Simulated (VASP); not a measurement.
A run of VASP 6.6.1 is set up as follows.

Contents of INCAR:

```
  PREC = Accurate
  ENCUT = 600
  EDIFF = 1E-6
  ISMEAR = 0
  SIGMA = 0.1
  LREAL = False
  LASPH = True
  NELM = 60
  ALGO = Normal
  ISIF = 3
  LWAVE = False
  LCHARG = False
  GGA = PE
  IBRION = 2
  NSW = 90
  EDIFFG = -0.04
```

KPOINTS

```
regular mesh
0
Gamma
  6 6 4
```

The input POSCAR:

```
KRh
1.0
    2.1518230800     -3.0431373800      0.0000000000
    2.1518230800      3.0431373800      0.0000000000
    0.0000000000      0.0000000000      6.0862747600
K Rh
1 1
Direct
    0.0000000000      0.0000000000      0.0000000000
    0.5000000000      0.5000000000      0.5000000000
```

Potentials or basis: VASP PAW PBE potentials, release 64 (K_sv, Rh_pv).

Command:

```console
$ cat potpaw_PBE.64/K_sv/POTCAR potpaw_PBE.64/Rh_pv/POTCAR > POTCAR
$ mpirun -np 1 vasp_std > vasp.out
```

(1) Predict the relaxed volume.

(2) Estimate the space group after relaxing (to 0.1 Å).

(3) Estimate the band gap on the k mesh.

(4) Predict the relaxed cell.

## Answers

(1) 20.27 Å³/atom.

(2) Cmmm (No. 65).

(3) zero (bands 12 and 13 overlap by 1.06 eV).

(4) a = 2.880 Å, b = 2.880 Å, c = 5.495 Å, α = 90.00°, β = 90.00°, γ = 117.19°.

Caveat: the volume moved by over 15 % at a fixed basis, so the end points are rough.
